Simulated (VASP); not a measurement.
## GaP: single point with PBE

**Experimental background.**

From “Stacking defects in GaP nanowires: Electronic structure and optical properties”, 2018, arxiv:1810.01194, for a bulk crystal of GaP at 10 K: band gap 2.34 eV (indirect).

Crystal: GaP.

```xyz
2
Lattice="0.0000 2.7525 2.7525 2.7525 0.0000 2.7525 2.7525 2.7525 0.0000" Properties=species:S:1:pos:R:3 pbc="T T T"
Ga    0.0000    0.0000    0.0000
P     1.3763    1.3763    1.3763
```

```yaml
Program: VASP 6.6.1
Task: single point
Functional: PBE
Potentials_or_basis: VASP PAW PBE potentials, release 64 (Ga_d, P)
Cutoff: 500 eV
k_mesh: 6 × 6 × 6
Occupations: gaussian, width 0.02 eV
Spin: no spin polarisation
Dipole_correction: no
Further_INCAR_settings: ALGO = Normal; EDIFF = 1e-06; NBANDS = 16
```

| Quantity | Value |
| --- | --- |
| Pressure | 0.0 GPa |
| Band gap on the k mesh | 1.58 eV, direct |

Levels at points of the mesh, in eV from the valence-band top:
```tsv
k point	band 5	band 6	band 7	band 8	band 9	band 10	band 11	band 12	band 13	band 14
(0.00, 0.00, 0.00)	-14.42	-12.27	0.00	0.00	0.00	1.58	3.89	3.89	3.89	8.68
(0.50, 0.00, 0.00)	-14.41	-10.30	-6.47	-1.08	-1.08	1.58	4.72	4.72	8.22	10.68
(0.50, 0.50, 0.00)	-14.40	-9.44	-6.62	-2.58	-2.58	1.71	1.84	10.37	10.37	10.93
```

Wall time 10 s on 1 thread of Intel Xeon 6975P-C, with other jobs on the host, peak memory 0.15 GiB.

Against the measured gap of GaP, 2.34 eV (indirect; 10 K; quoted in “Stacking defects in GaP nanowires: Electronic structure and optical properties”, 2018, arxiv:1810.01194), the calculated 1.58 eV is off by -0.76 eV. Spin-orbit coupling on Ga is left out. The value is that of PBE on a finite k mesh, which can miss the band edges, without temperature or zero-point motion. Semilocal functionals fall short of measured gaps as a rule.
